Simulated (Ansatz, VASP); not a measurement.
## CuO in VASP and in Ansatz

INCAR

```
SYSTEM = CuO
ALGO = Normal ; EDIFF = 1E-6
EDIFFG = -0.01 ; ENCUT = 600
GGA = PS ; IBRION = 2
ISIF = 3 ; ISMEAR = -1
IVDW = 12 ; LASPH = .True.
LCHARG = .False. ; LREAL = .False.
LWAVE = .False. ; NELM = 100
NSW = 60 ; PREC = Accurate
SIGMA = 0.05
```

KPOINTS

```
k-points
0
Gamma
  10 10 5
  0 0 0
```

File POSCAR:

```
CuO
1.0
    2.3418500000     -1.7113000000      0.0000000000
    2.3418500000      1.7113000000      0.0000000000
   -0.8500274268      0.0000000000      5.0578693947
Cu O
2 2
Direct
    0.5000000000      0.0000000000      0.5000000000
    0.0000000000      0.5000000000      0.0000000000
    0.4184000000      0.5816000000      0.7500000000
    0.5816000000      0.4184000000      0.2500000000
```

input.yaml

```yaml
crystal:
  lattice:
    - [2.34185, -1.7113, 0.0]
    - [2.34185, 1.7113, 0.0]
    - [-0.8500274268, 0.0, 5.0578693947]
  atoms:
    - { symbol: Cu, position: [0.5, 0.0, 0.5] }
    - { symbol: Cu, position: [0.0, 0.5, 0.0] }
    - { symbol: O, position: [0.4184, 0.5816, 0.75] }
    - { symbol: O, position: [0.5816, 0.4184, 0.25] }
hamiltonian:
  xc: pbesol
  pseudopotentials: { kind: paw }
  dispersion: d3bj
kpoints:
  mp_grid: { grid: [10, 10, 5] }
scf:
  occupations: { method: fermi_dirac, width: 0.05 }
output:
  forces: true
  stress: true
relax:
  f_tol: 0.01
  max_steps: 40
  cell: { stress_tol: 0.05 }
```

Alike in both runs: task relaxation of cell and atoms; functional PBEsol; dispersion D3(BJ); k mesh 10 × 10 × 5; occupations fermi-dirac, width 0.05 eV; no spin polarisation.

|  | VASP | Ansatz |
| --- | --- | --- |
| version | VASP 6.6.1 | Ansatz 0.2.0 |
| potentials or method | VASP PAW PBE potentials, release 64 (Cu, O) | Ansatz PAW |
| plane-wave cutoff (eV) | 600 | 420 |
| valence electrons in the cell | 34 | 50 |

Ansatz gave:

| Property | Result |
| --- | --- |
| relaxed volume (Å³/atom) | 10.43 |
| relaxed length of the cell vector where the two differ most in proportion (Å) | 5.085 |

Task: Estimate VASP's values.

Result: Relaxed volume (Å³/atom): 10.44; relaxed length of the cell vector where the two differ most in proportion (Å): 5.102.

VASP's potentials were made for PBE, not for PBEsol. VASP's potentials hold 34 valence electrons a cell and Ansatz's 50, so a difference there can come from the potentials and not from the codes.

Noted on Ansatz's run: the plane-wave basis is chosen anew once the cell has moved, so the energies of steps on either side of that aren't comparable.
